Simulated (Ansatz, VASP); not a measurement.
# One calculation of RbBr, two programs

```xyz
2
Lattice="4.1261 0.0000 0.0000 0.0000 4.1261 0.0000 0.0000 0.0000 4.1261" Properties=species:S:1:pos:R:3 pbc="T T T"
Rb   -0.2121   -0.2121   -0.3000
Br    2.0630    2.0630    2.0630
```

Alike in both runs: task single point; functional PBEsol; k mesh 6 × 6 × 6; occupations gaussian, width 0.05 eV; no spin polarisation.

```csv
,VASP,Ansatz
version,VASP 6.6.1,Ansatz 0.2.0
potentials or method,"VASP PAW PBE potentials, release 64 (Rb_sv, Br), cutoff 520 eV","scalar-relativistic, plane waves, PAW"
valence electrons in the cell,16,16
```

```tsv
	VASP	Ansatz	Ansatz less VASP
gap on the k mesh at the Fermi level (eV)	3.98	3.98	+0.001
least direct gap on the mesh (eV)	4.08	4.08	+0.001
pressure (GPa)	0.4	0.3	-0.05
traceless stress, the component that is largest in VASP (GPa)	0.71	0.70	-0.011
rms of the force components (eV/Å)	0.252	0.247	-0.0045
```

VASP's potentials were made for PBE, not for PBEsol. Atom by atom the forces differ by 0.005 eV/Å (rms over components). The functional is the same, so the differences come from potentials, cutoffs and numerics.
